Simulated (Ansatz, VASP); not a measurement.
# Cu: VASP beside Ansatz

File INCAR:

```
SYSTEM = Cu
PREC = Accurate ; ENCUT = 520
EDIFF = 1E-6 ; ISMEAR = 0
SIGMA = 0.15 ; LREAL = .False.
LASPH = .True. ; NELM = 60
ALGO = Fast ; ISIF = 2
LWAVE = .False. ; LCHARG = .False.
GGA = CA ; NBANDS = 12
```

File KPOINTS:

```
regular mesh
0
Gamma
  22 22 22
  0 0 0
```

The input POSCAR:

```
Cu
1.0
   -1.4273957576      1.4273957576      1.3913500000
    1.4273957576     -1.4273957576      1.3913500000
    1.4273957576      1.4273957576     -1.3913500000
Cu
1
Direct
    0.0000000000      0.0000000000      0.0000000000
```

Input for Ansatz:

```yaml
crystal:
  lattice:
    - [-1.4273957576, 1.4273957576, 1.39135]
    - [1.4273957576, -1.4273957576, 1.39135]
    - [1.4273957576, 1.4273957576, -1.39135]
  atoms:
    - { symbol: Cu, position: [0.0, 0.0, 0.0] }
basis:
  ecutwfc: 520.0
kpoints:
  mp_grid: { grid: [22, 22, 22] }
hamiltonian:
  xc: lda
  pseudopotentials: { kind: paw, azcp: { folder: soft_1 } }
scf:
  occupations: { method: gaussian, width: 0.15 }
output:
  forces: true
  stress: true
  eigenvalues: true
```

Alike in both runs: task single point; functional LDA; k mesh 22 × 22 × 22; occupations gaussian, width 0.15 eV; no spin polarisation.

```csv
,VASP,Ansatz
version,VASP 6.6.1,Ansatz 0.2.0
potentials or method,"VASP PAW LDA potentials, release 64 (Cu), cutoff 520 eV","scalar-relativistic, plane waves, PAW"
valence electrons in the cell,11,19
```

|  | VASP | Ansatz | Ansatz less VASP |
| --- | --- | --- | --- |
| gap on the k mesh at the Fermi level (eV) | none | none | - |
| pressure (GPa) | -5.3 | -6.3 | -1.08 |
| traceless stress, the component that is largest in VASP (GPa) | -0.31 | -0.28 | +0.028 |

Ansatz warns that its potentials were made for another functional, while VASP's fit it. LDA's correlation is that of Perdew and Zunger in VASP and of Perdew and Wang (1992) in Ansatz. A gap of «none» marks a metal or a gap that the smearing closes. VASP's potentials hold 11 valence electrons a cell and Ansatz's 19, so a difference there can come from the potentials and not from the codes.
